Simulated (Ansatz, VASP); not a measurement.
This is a calculation of Co for Ansatz 0.2.0.

input.yaml

```yaml
crystal:
  lattice:
    - [-1.4145745, 1.39290955, 1.39215747]
    - [1.44298028, -1.37512715, 1.40278084]
    - [1.4112696, 1.37182225, -1.37437506]
  atoms:
    - { symbol: Co, position: [0.0, 0.0, 0.0], spin: 1.5 }
hamiltonian:
  xc: pbe
  pseudopotentials: { kind: paw }
magnetization:
  spin_polarized: true
  initial_magnetization: 1.5
  spin_locking: { lock_magnetization: hard }
kpoints:
  mp_grid: { grid: [11, 11, 11] }
scf:
  occupations: { method: fermi_dirac, width: 0.05 }
  lower_state_search: "off"
output:
  forces: true
  stress: true
  eigenvalues: true
```

Potentials or basis: Ansatz PAW.

The run is started by

```sh
$ ansatz run input.yaml --threads 2 --pin off --max-ram 5632MiB --backend cpu --events-out ev --progress --plain --runs-dir out
```

**Question.** Translate it to VASP 6.6.1. Potentials there: VASP PAW PBE potentials, release 64 (Co_sv).

**Answer.** As run (the cutoff follows the program's own potentials):

Contents of INCAR:

```
PREC = Accurate ; ENCUT = 690
EDIFF = 1E-6 ; ISMEAR = -1
SIGMA = 0.05 ; LREAL = F
LASPH = T ; NELM = 200
ALGO = Normal ; ISIF = 2
LWAVE = F ; LCHARG = T
ISPIN = 2 ; MAGMOM = 1.5
LORBIT = 11 ; NUPDOWN = 1.5
LMAXMIX = 4 ; GGA = PE
LELF = T ; LVHAR = T
NBANDS = 18 ; GGA_COMPAT = F
```

Contents of KPOINTS:

```
regular mesh
0
Gamma
  11 11 11
```

POSCAR

```
Co
1.0
   -1.4145745000      1.3929095500      1.3921574700
    1.4429802800     -1.3751271500      1.4027808400
    1.4112696000      1.3718222500     -1.3743750600
Co
1
Direct
    0.0000000000      0.0000000000      0.0000000000
```

Potentials or basis: VASP PAW PBE potentials, release 64 (Co_sv).

Command:

```bash
$ cat potpaw_PBE.64/Co_sv/POTCAR > POTCAR
$ mpirun -np 1 vasp_std > vasp.out
```

Both were run:

|  | VASP | Ansatz | Ansatz less VASP |
| --- | --- | --- | --- |
| pressure (GPa) | -3.9 | -1.9 | +1.99 |
| traceless stress, the component that is largest in VASP (GPa) | -2.82 | -2.82 | -0.001 |
| net moment per atom (μB) | 1.50 | 1.50 | 0.000 |
| size of the moment on the site where the two differ most (μB) | 1.57 | 1.57 | +0.006 |

Site moments also hang on the region over which each program counts them. With one functional, cell and mesh, what is left measures potentials, basis and numerics.
